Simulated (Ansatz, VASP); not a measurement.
## InSb3: VASP beside Ansatz

```xyz
4
Lattice="0.0000 3.7157 3.7157 3.7157 0.0000 3.7157 3.7157 3.7157 0.0000" Properties=species:S:1:pos:R:3 pbc="T T T"
In    0.0000    0.0000    0.0000
Sb    1.8579    1.8579    1.8579
Sb    5.5736    5.5736    5.5736
Sb    3.7157    3.7157    3.7157
```

Alike in both runs: task single point; functional PBE; k mesh 10 × 10 × 10; occupations gaussian, width 0.1 eV; no spin polarisation.

|  | VASP | Ansatz |
| --- | --- | --- |
| version | VASP 6.6.1 | Ansatz 0.2.0 |
| potentials or method | VASP PAW PBE potentials, release 64 (In_d, Sb), cutoff 520 eV | scalar-relativistic, plane waves, PAW |
| valence electrons in the cell | 28 | 58 |

VASP gave:

- gap on the k mesh at the Fermi level (eV): none
- pressure (GPa): 3.6

Problem. What did Ansatz give for the same quantities?

Solution. gap on the k mesh at the Fermi level (eV): none; pressure (GPa): 3.7.

A gap of «none» marks a metal or a gap that the smearing closes. With one functional, cell and mesh, what is left measures potentials, basis and numerics. VASP's potentials hold 28 valence electrons a cell and Ansatz's 58, so a difference there can come from the potentials and not from the codes.

Spin-orbit coupling is off throughout.
